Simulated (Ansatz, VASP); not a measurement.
SiO2: VASP beside Ansatz

Contents of INCAR:

```
SYSTEM = SiO2
PREC = Accurate ; ENCUT = 520
EDIFF = 1E-6 ; ISMEAR = 0
SIGMA = 0.01 ; LREAL = .FALSE.
LASPH = .TRUE. ; NELM = 60
ALGO = Normal ; ISIF = 2
LWAVE = .FALSE. ; LCHARG = .FALSE.
GGA = PS ; IVDW = 12
NBANDS = 34
```

Contents of KPOINTS:

```
Automatic mesh
0
G
  6 6 4
  0 0 0
```

Contents of POSCAR:

```
SiO2
1.0
    5.0130000000      0.0000000000      0.0000000000
   -2.5065000000      4.3413853492      0.0000000000
    0.0000000000      0.0000000000      5.4700000000
Si O
3 6
Direct
    0.5000000000      0.5000000000      0.3333333333
    0.0000000000      0.5000000000      0.6666666667
    0.5000000000      0.0000000000      0.0000000000
    0.1970000000      0.8030000000      0.8333333333
    0.3940000000      0.1970000000      0.1666666667
    0.1970000000      0.3940000000      0.5000000000
    0.8030000000      0.1970000000      0.8333333333
    0.6060000000      0.8030000000      0.1666666667
    0.8030000000      0.6060000000      0.5000000000
```

Input for Ansatz:

```yaml
crystal:
  lattice:
    a: 5.013
    b: 5.013
    c: 5.47
    alpha: 90.0
    beta: 90.0
    gamma: 120.0
  atoms:
    - { symbol: Si, position: [0.5, 0.5, 0.3333333333333333] }
    - { symbol: Si, position: [0.0, 0.5, 0.6666666666666666] }
    - { symbol: Si, position: [0.5, 0.0, 0.0] }
    - { symbol: O, position: [0.197, 0.803, 0.8333333333333334] }
    - { symbol: O, position: [0.394, 0.197, 0.16666666666666666] }
    - { symbol: O, position: [0.197, 0.394, 0.5] }
    - { symbol: O, position: [0.803, 0.197, 0.8333333333333334] }
    - { symbol: O, position: [0.606, 0.803, 0.16666666666666666] }
    - { symbol: O, position: [0.803, 0.606, 0.5] }
basis:
  ecutwfc: 517.016338673772
kpoints:
  mp_grid:
    grid: [6, 6, 4]
hamiltonian:
  xc: pbesol
  dispersion: d3bj
scf:
  n_extra_bands: 24
  convergence:
    dr2_threshold: 1.0e-10
  occupations:
    method: fixed
output:
  dos:
    de: 0.05
    projected: true
```

Alike in both runs: task single point; functional PBEsol; dispersion D3(BJ); k mesh 6 × 6 × 4; no spin polarisation.

|  | VASP | Ansatz |
| --- | --- | --- |
| version | VASP 6.6.1 | Ansatz 0.2.0 |
| potentials or method | VASP PAW PBE potentials, release 64 (Si, O), cutoff 520 eV | plane waves, PAW |
| occupations | gaussian, width 0.01 eV | fixed |
| valence electrons in the cell | 48 | 48 |

|  | VASP | Ansatz | Ansatz less VASP |
| --- | --- | --- | --- |
| gap on the k mesh at the Fermi level (eV) | 5.49 | 5.50 | +0.007 |

VASP's potentials were made for PBE, not for PBEsol.
